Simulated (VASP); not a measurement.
# NaCl (Fm-3m) in VASP: a series of runs

Aim: see how the results for NaCl move with the level of theory and the settings. Levels: PBEsol, r2SCAN, PBE. Tasks: single point.

Everything below comes from runs of VASP 6.6.1. Logs are shortened: lines on timing, memory, paths and dates and some standing lists are left out, and cuts for length are marked.

### Step 1. The cell of the first run

Symmetry: Fm-3m, No. 225, cubic system. The conventional cell has a = 5.694 Å, b = 5.694 Å, c = 5.694 Å, α = 90.00°, β = 90.00°, γ = 90.00°. Na (site symmetry m-3m) has 6 Cl at 2.85 Å within 3.8 Å. Cl (site symmetry m-3m) has 6 Na at 2.85 Å within 3.8 Å.

### Step 2. Single point, PBEsol

INCAR reads:

```
SYSTEM = NaCl
PREC     = Accurate       ! precision mode
ENCUT    = 520            ! plane-wave cutoff, eV
EDIFF    = 1E-6           ! SCF threshold, eV
ISMEAR   = 0              ! smearing method
SIGMA    = 0.02           ! smearing width, eV
LREAL    = .False.        ! projectors in reciprocal space
LASPH    = .True.         ! aspherical terms in the spheres
NELM     = 100            ! most SCF steps
ALGO     = Normal         ! electronic algorithm
ISIF     = 2              ! what is computed and relaxed
LWAVE    = .False.        ! write WAVECAR
LCHARG   = .False.        ! write CHGCAR
GGA      = PS             ! functional
NBANDS   = 14             ! bands
```

KPOINTS reads:

```
regular mesh
0
Gamma
  8 8 8
  0 0 0
```

POSCAR reads:

```
NaCl
1.0
    0.0000000000      2.8470934358      2.8470934358
    2.8470934358      0.0000000000      2.8470934358
    2.8470934358      2.8470934358      0.0000000000
Na Cl
1 1
Direct
    0.0000000000      0.0000000000      0.0000000000
    0.5000000000      0.5000000000      0.5000000000
```

Potentials or basis: VASP PAW PBE potentials, release 64 (Na_pv, Cl).

Command:

```sh
> cat potpaw_PBE.64/Na_pv/POTCAR potpaw_PBE.64/Cl/POTCAR > POTCAR
> mpirun -np 1 vasp_std > vasp.out
```

OUTCAR:

```text
SYSTEM = NaCl
   PREC = Accurate
   ENCUT = 520
   EDIFF = 1E-6
   ISMEAR = 0
   LREAL = .False.
   LASPH = .True.
   NELM = 100
   ISIF = 2
   GGA = PS

 ion  position               nearest neighbor table
   1  0.000  0.000  0.000-
   2  0.500  0.500  0.500-

  LATTYP: Found a face centered cubic cell.
 ALAT       =     5.6941868716

  Lattice vectors:

 A1 = (   0.0000000000,   2.8470934358,   2.8470934358)
 A2 = (   2.8470934358,   0.0000000000,   2.8470934358)
 A3 = (   2.8470934358,   2.8470934358,   0.0000000000)

Analysis of symmetry for initial positions (statically):
=====================================================================
 Subroutine PRICEL returns:
 Original cell was already a primitive cell.

 Routine SETGRP: Setting up the symmetry group for a
 face centered cubic supercell.

 Subroutine GETGRP returns: Found 48 space group operations
 (whereof 48 operations were pure point group operations)
 out of a pool of 48 trial point group operations.

The static configuration has the point symmetry O_h .

Analysis of symmetry for dynamics (positions and initial velocities):
=====================================================================
 Subroutine PRICEL returns:
 Original cell was already a primitive cell.

 Routine SETGRP: Setting up the symmetry group for a
 face centered cubic supercell.

 Subroutine GETGRP returns: Found 48 space group operations
 (whereof 48 operations were pure point group operations)
 out of a pool of 48 trial point group operations.

The dynamic configuration has the point symmetry O_h .

 Subroutine INISYM returns: Found 48 space group operations
 (whereof 48 operations are pure point group operations),
 and found     1 'primitive' translations

----------------------------------------------------------------------------------------

                                     Primitive cell

  volume of cell :      46.1567

  direct lattice vectors                    reciprocal lattice vectors
     0.000000000  2.847093436  2.847093436    -0.175617700  0.175617700  0.175617700
     2.847093436  0.000000000  2.847093436     0.175617700 -0.175617700  0.175617700
     2.847093436  2.847093436  0.000000000     0.175617700  0.175617700 -0.175617700

  length of vectors
     4.026398150  4.026398150  4.026398150     0.304178779  0.304178779  0.304178779

  position of ions in fractional coordinates (direct lattice)
     0.000000000  0.000000000  0.000000000
     0.500000000  0.500000000  0.500000000

  ion indices of the primitive-cell ions
   primitive index   ion index
                 1           1
                 2           2

----------------------------------------------------------------------------------------

 KPOINTS: regular mesh

Automatic generation of k-mesh.
 Grid dimensions read from file:
 generate k-points for:    8    8    8

 Generating k-lattice:

  Cartesian coordinates                     Fractional coordinates (reciprocal lattice)
    -0.021952212  0.021952212  0.021952212     0.125000000  0.000000000  0.000000000
     0.021952212 -0.021952212  0.021952212     0.000000000  0.125000000  0.000000000
     0.021952212  0.021952212 -0.021952212     0.000000000  0.000000000  0.125000000

  Length of vectors
     0.038022347  0.038022347  0.038022347

  Shift w.r.t. Gamma in fractional coordinates (k-lattice)
     0.000000000  0.000000000  0.000000000

 Subroutine IBZKPT returns following result:
 ===========================================

 Found     29 irreducible k-points:

 Following reciprocal coordinates:
            Coordinates               Weight
  0.000000  0.000000  0.000000      1.000000
  0.125000  0.000000  0.000000      8.000000
  0.250000  0.000000  0.000000      8.000000
  0.375000  0.000000  0.000000      8.000000
  0.500000  0.000000  0.000000      4.000000
  0.125000  0.125000  0.000000      6.000000
[... 16 lines left out ...]
  0.500000  0.250000  0.125000     48.000000
 -0.375000  0.250000  0.125000     24.000000
 [... further k-points ...]
   k-points           NKPTS =     29   k-points in BZ     NKDIM =     29   number of bands    NBANDS=     14
   number of dos      NEDOS =    301   number of ions     NIONS =      2
   total plane-waves  NPLWV =  27000
   dimension x,y,z NGX =    30 NGY =   30 NGZ =   30
   dimension x,y,z NGXF=    60 NGYF=   60 NGZF=   60
   ions per type =               1   1
   NGX,Y,Z   is equivalent  to a cutoff of  12.39, 12.39, 12.39 a.u.
   NGXF,Y,Z  is equivalent  to a cutoff of  24.77, 24.77, 24.77 a.u.
 SYSTEM =  NaCl
   PREC   = accura    normal or accurate (medium, high low for compatibility)
   ISTART =      0    job   : 0-new  1-cont  2-samecut
   ICHARG =      2    charge: 1-file 2-atom 10-const
   ISPIN  =      1    spin polarized calculation?
   LNONCOLLINEAR =      F non collinear calculations
   LSORBIT =      F    spin-orbit coupling
   LASPH  =      T    aspherical Exc in radial PAW
   ENCUT  =  520.0 eV  38.22 Ry    6.18 a.u.   7.49  7.49  7.49*2*pi/ulx,y,z
   NELM   =    100;   NELMIN=  2; NELMDL= -5     # of ELM steps
   EDIFF  = 0.1E-05   stopping-criterion for ELM
   LREAL  =      F    real-space projection
   EDIFFG = 0.1E-04   stopping-criterion for IOM
   NSW    =      0    number of steps for IOM
   IBRION =     -1    ionic relax: 0-MD 1-quasi-New 2-CG
   NFREE  =      0    steps in history (QN), initial steepest desc. (CG)
   ISIF   =      2    stress and relaxation
   ISYM   =      2    0-nonsym 1-usesym 2-fastsym
   POTIM  = 0.5000    time-step for ionic-motion
   TEBEG  =    0.0;   TEEND  =   0.0 temperature during run
   PSTRESS=    0.0 pullay stress
   NELECT =      14.0000    total number of electrons
   NUPDOWN=      -1.0000    fix difference up-down
   EMIN   =  10.00;   EMAX   =-10.00  energy-range for DOS
   EFERMI =   0.00;   METHOD = LEGACY
   ISMEAR =     0;   SIGMA  =   0.02  broadening in eV -4-tet -1-fermi 0-gaus
   EFERMI_NEDOS =   21; number of points for ismear=-14 and -15
   IALGO  =     38    algorithm
   IMIX   =      4    mixing-type and parameters
     AMIX     =   0.40;   BMIX     =  1.00
     AMIX_MAG =   1.60;   BMIX_MAG =  1.00
  volume/ion in A,a.u.               =      23.08       155.74
  Fermi-wavevector in a.u.,A,eV,Ry     =   1.099949  2.078602 16.461516  1.209887
  Thomas-Fermi vector in A             =   2.236352
   LORBIT       =      0    0 simple, 1 ext, 2 COOP (PROOUT), +10 PAW based schemes
   GGA     = PS    functional components
   LHFCALC =     F    Hartree Fock is set to
   AEXX    =    0.0000 exact exchange contribution
   IVDW    =     0    specifies the selected vdW correction
   LEPSILON=     F    determine dielectric tensor
   LRPA    =     F    only Hartree local field effects (RPA)
 non-spin polarized calculation
 Gauss-broadening in eV      SIGMA  =   0.02
  energy-cutoff  :      520.00
  volume of cell :       46.16
 maximum number of plane-waves:      1259
 NGX is ok and might be reduce to    30
   NGX = 15   NGY = 15   NGZ = 15

 number of electron      13.9999992 magnetization

 Free energy of the ion-electron system (eV)
  ---------------------------------------------------
  ext. energy  EPLUGINS =         0.00000000
  ---------------------------------------------------
  free energy    TOTEN  =        -6.99095636 eV

  energy without entropy =       -6.99095636  energy(sigma->0) =       -6.99095636

 E-fermi :  -0.8403     XC(G=0):  -8.2072

 val. band max:       -0.9463860936   @ k =   0.0000   0.0000   0.0000
 cond. band min:       3.8836349396   @ k =   0.0000   0.0000   0.0000
 fundamental gap:      4.8300210332
 Fermi energy:        -0.8402825060

 k-point     1 :       0.0000    0.0000    0.0000
  band No.  band energies     occupation
      1     -21.6535      2.00000
      2     -21.6535      2.00000
      3     -21.6535      2.00000
      4     -13.5264      2.00000
      5      -0.9464      2.00000
      6      -0.9464      2.00000
      7      -0.9464      2.00000
      8       3.8836      0.00000
      9      10.0217      0.00000
     10      10.0217      0.00000
     11      10.0217      0.00000
     12      12.2045      0.00000
     13      12.2045      0.00000
     14      13.5362      0.00000

 k-point     2 :       0.1250    0.0000    0.0000
  band No.  band energies     occupation
      1     -21.6574      2.00000
      2     -21.6538      2.00000
      3     -21.6538      2.00000
      4     -13.4821      2.00000
      5      -1.3110      2.00000
      6      -0.9855      2.00000
      7      -0.9855      2.00000
      8       4.3759      0.00000
      9       9.4498      0.00000
     10      10.2077      0.00000
     11      10.2077      0.00000
     12      11.9206      0.00000
     13      11.9206      0.00000
     14      14.4551      0.00000

 k-point     3 :       0.2500    0.0000    0.0000
  band No.  band energies     occupation
      1     -21.6669      2.00000
      2     -21.6545      2.00000
      3     -21.6545      2.00000
      4     -13.3723      2.00000
      5      -2.0248      2.00000
      6      -1.0769      2.00000
      7      -1.0769      2.00000
      8       5.3493      0.00000
      9       8.8408      0.00000
     10      10.2816      0.00000
     11      10.2816      0.00000
     12      12.1139      0.00000
     13      12.1139      0.00000
     14      14.3023      0.00000

 k-point     4 :       0.3750    0.0000    0.0000
  band No.  band energies     occupation
      1     -21.6762      2.00000
      2     -21.6552      2.00000
      3     -21.6552      2.00000
      4     -13.2581      2.00000
      5      -2.6108      2.00000
      6      -1.1645      2.00000
      7      -1.1645      2.00000
      8       5.9653      0.00000
      9       8.9939      0.00000
     10       9.9870      0.00000
     11       9.9871      0.00000
     12      13.4458      0.00000
     13      13.4458      0.00000
     14      13.8078      0.00000

 k-point     5 :       0.5000    0.0000    0.0000
  band No.  band energies     occupation
      1     -21.6801      2.00000
      2     -21.6555      2.00000
      3     -21.6555      2.00000
      4     -13.2094      2.00000
      5      -2.8306      2.00000
      6      -1.1998      2.00000
      7      -1.1998      2.00000
      8       6.0832      0.00000
      9       9.3278      0.00000
     10       9.8473      0.00000
     11       9.8473      0.00000
[... 276 lines left out ...]
 k-point    22 :       0.3750    0.2500    0.1250
  band No.  band energies     occupation
      1     -21.6683      2.00000
      2     -21.6585      2.00000
      3     -21.6556      2.00000
      4     -13.3001      2.00000
      5      -2.1691      2.00000
      6      -1.4001      2.00000
      7      -1.1893      2.00000
      8       6.1941      0.00000
      9       8.2224      0.00000
     10       9.4053      0.00000
     11      11.0309      0.00000
     12      11.4380      0.00000
     13      13.6290      0.00000
     14      16.6943      0.00000

 k-point    23 :       0.5000    0.2500    0.1250
  band No.  band energies     occupation
      1     -21.6729      2.00000
      2     -21.6605      2.00000
      3     -21.6567      2.00000
      4     -13.2147      2.00000
      5      -2.4498      2.00000
      6      -1.6150      2.00000
      7      -1.2931      2.00000
      8       6.9464      0.00000
      9       8.3819      0.00000
     10       8.8035      0.00000
     11      10.7548      0.00000
     12      12.5494      0.00000
     13      14.7939      0.00000
     14      15.3988      0.00000

 k-point    24 :      -0.3750    0.2500    0.1250
  band No.  band energies     occupation
      1     -21.6749      2.00000
      2     -21.6610      2.00000
      3     -21.6575      2.00000
      4     -13.1786      2.00000
      5      -2.5624      2.00000
      6      -1.6910      2.00000
      7      -1.3449      2.00000
      8       7.1298      0.00000
      9       8.3896      0.00000
     10       9.0363      0.00000
     11      10.5730      0.00000
     12      13.1285      0.00000
     13      14.3780      0.00000
     14      15.4960      0.00000

 [... further k-points ...]

------------------------ aborting loop because EDIFF is reached ----------------------------------------

  FORCE on cell =-STRESS in cart. coord.  units (eV):
  Direction    XX          YY          ZZ          XY          YZ          ZX
  --------------------------------------------------------------------------------------
  -------------------------------------------------------------------------------------
  Total       -0.3223781     -0.3223781     -0.3223781      0.0000000      0.0000000      0.0000000
  in kB      -11.1902802    -11.1902802    -11.1902802      0.0000000      0.0000000      0.0000000
  external PRESSURE =     -11.1902802 kB  Pullay stress =       0.0000000 kB

 VOLUME and BASIS-vectors are now :
 -----------------------------------------------------------------------------
  energy-cutoff  :      520.00
  volume of cell :       46.16
      direct lattice vectors                 reciprocal lattice vectors
     0.000000000  2.847093436  2.847093436    -0.175617700  0.175617700  0.175617700
     2.847093436  0.000000000  2.847093436     0.175617700 -0.175617700  0.175617700
     2.847093436  2.847093436  0.000000000     0.175617700  0.175617700 -0.175617700

 POSITION                                       TOTAL-FORCE (eV/Angst)
 -----------------------------------------------------------------------------------
      0.00000      0.00000      0.00000         0.000000      0.000000      0.000000
      2.84709      2.84709      2.84709         0.000000      0.000000     -0.000000
 -----------------------------------------------------------------------------------
    total drift:                               -0.000000      0.000000      0.000000

  FREE ENERGIE OF THE ION-ELECTRON SYSTEM (eV)
  ---------------------------------------------------
  free  energy   TOTEN  =        -6.9909563606 eV

  energy  without entropy=       -6.9909563606  energy(sigma->0) =       -6.99095636
```

Wall time 15 s (1 thread of AMD EPYC 9R45 (Zen 5), shared host); peak memory 0.12 GiB.

What came out:

```
Free energy            : -6.9910 eV
Pressure               : -1.1 GPa
Band gap on the k mesh : 4.83 eV, direct
```

Levels at points of the mesh, in eV from the valence-band top:
```csv
k point,band 5,band 6,band 7,band 8,band 9,band 10
"(0.00, 0.00, 0.00)",0.00,0.00,0.00,4.83,10.97,10.97
"(0.50, 0.00, 0.00)",-1.88,-0.25,-0.25,7.03,10.27,10.79
"(0.50, 0.50, 0.00)",-1.63,-0.58,-0.58,7.36,7.92,10.93
```

Caveat: the PAW data sets were made with another functional, which shifts forces and pressure a little. Expect the measured gap to be larger: semilocal functionals such as PBEsol lack the derivative discontinuity.

### Step 3. Single point, r2SCAN

POSCAR is that of step 2.

INCAR.step1 reads:

```
ALGO = Normal ; EDIFF = 1E-4
ENCUT = 520 ; GGA = PE
ISMEAR = 0 ; LASPH = T
LCHARG = F ; LREAL = F
LWAVE = T ; NBANDS = 14
NELM = 100 ; PREC = Accurate
SIGMA = 0.02
```

INCAR.step2 reads:

```
ALGO = Normal ; EDIFF = 1E-6
ENCUT = 520 ; ISIF = 2
ISMEAR = 0 ; ISTART = 1
LASPH = T ; LCHARG = F
LMIXTAU = T ; LREAL = F
LWAVE = F ; METAGGA = R2SCAN
NBANDS = 14 ; NELM = 100
PREC = Accurate ; SIGMA = 0.02
```

KPOINTS reads:

```
k-points
0
Gamma
  8 8 8
```

Potentials or basis: VASP PAW PBE potentials, release 64 (Na_pv, Cl).

Command:

```sh
> cat potpaw_PBE.64/Na_pv/POTCAR potpaw_PBE.64/Cl/POTCAR > POTCAR
> cp INCAR.step1 INCAR
> mpirun -np 1 vasp_std > vasp.out
> cp INCAR.step2 INCAR
> mpirun -np 1 vasp_std > vasp.out
```

It took 64 s on 1 thread of AMD EPYC 9R45 (Zen 5), shared host; peak memory 0.13 GiB.

Results (log left out):

```yaml
Free_energy: -13.7798 eV
Pressure: -1.3 GPa
Band_gap_on_the_k_mesh: 5.80 eV, direct
```

Levels at points of the mesh, in eV from the valence-band top:
| k point | band 3 | band 4 | band 5 | band 6 | band 7 | band 8 | band 9 | band 10 | band 11 | band 12 |
| --- | --- | --- | --- | --- | --- | --- | --- | --- | --- | --- |
| (0.00, 0.00, 0.00) | -21.57 | -13.16 | 0.00 | 0.00 | 0.00 | 5.80 | 11.73 | 11.73 | 11.73 | 13.94 |
| (0.50, 0.00, 0.00) | -21.58 | -12.85 | -1.84 | -0.26 | -0.26 | 7.89 | 11.38 | 11.70 | 11.70 | 15.78 |
| (0.50, 0.50, 0.00) | -21.58 | -12.80 | -1.61 | -0.58 | -0.58 | 8.36 | 8.63 | 11.99 | 15.65 | 15.65 |

Caveat: the PAW data sets were made with another functional, which shifts forces and pressure a little.

### Step 4. Single point, PBE

INCAR reads:

```
SYSTEM = NaCl
PREC = Accurate
ENCUT = 520
EDIFF = 1E-7
ISMEAR = 0
SIGMA = 0.02
LREAL = .False.
LASPH = .True.
NELM = 100
ALGO = Normal
ISIF = 2
LWAVE = .False.
LCHARG = .False.
GGA = PE
NBANDS = 14
```

KPOINTS reads:

```
regular mesh
0
Gamma
  8 8 8
  0 0 0
```

POSCAR reads:

```
NaCl
1.0
    0.0000000000      2.8470933867      2.8470933867
    2.8470933867      0.0000000000      2.8470933867
    2.8470933867      2.8470933867      0.0000000000
Na Cl
1 1
Direct
    0.0000000000      0.0000000000      0.0000000000
    0.5000000000      0.5000000000      0.5000000000
```

Command:

```sh
> cat potpaw_PBE.64/Na_pv/POTCAR potpaw_PBE.64/Cl/POTCAR > POTCAR
> mpirun -np 1 vasp_std > vasp.out
```

Run time: 23 s. Hardware: 1 thread of AMD EPYC 7R43 (Zen 3), shared host; peak memory 0.12 GiB.

It converged, with:

| Property | Result |
| --- | --- |
| Free energy | -6.7779 eV |
| Pressure | 0.0 GPa |
| Band gap on the k mesh | 5.00 eV, direct |

Levels at points of the mesh, in eV from the valence-band top:
```csv
k point,band 5,band 6,band 7,band 8,band 9,band 10
"(0.00, 0.00, 0.00)",0.00,0.00,0.00,5.00,11.09,11.09
"(0.50, 0.00, 0.00)",-1.84,-0.25,-0.25,7.22,10.39,10.90
"(0.50, 0.50, 0.00)",-1.58,-0.57,-0.57,7.45,8.10,11.12
```

A k mesh can miss the band edges. Expect the measured gap to be larger: semilocal functionals such as PBE lack the derivative discontinuity.

### Step 5. Overview

```csv
level,gap on the mesh (eV),pressure (GPa)
PBEsol,4.83,-1.1
r2SCAN,5.80,-1.3
PBE,5.00,0.0
```

Alike in all rows: task single point; potentials or basis VASP PAW PBE potentials, release 64 (Na_pv, Cl); no spin polarisation; cell a = 4.026 Å, angles 60.0°, 2 atoms; k mesh 8 × 8 × 8; cutoff (eV) 520; smearing gaussian 0.02 eV.

On the cell as given the gap runs from 4.83 eV (PBEsol) to 5.80 eV (r2SCAN). The pressure there spans -1.3 GPa (r2SCAN) to 0.0 GPa (PBE); a positive pressure means that this level wants a larger cell, a negative one a smaller.

Caveats: the PAW data sets were made with another functional, which shifts forces and pressure a little (some runs).

Total energies depend on the potentials used, so only differences within one code and one set of settings carry meaning.
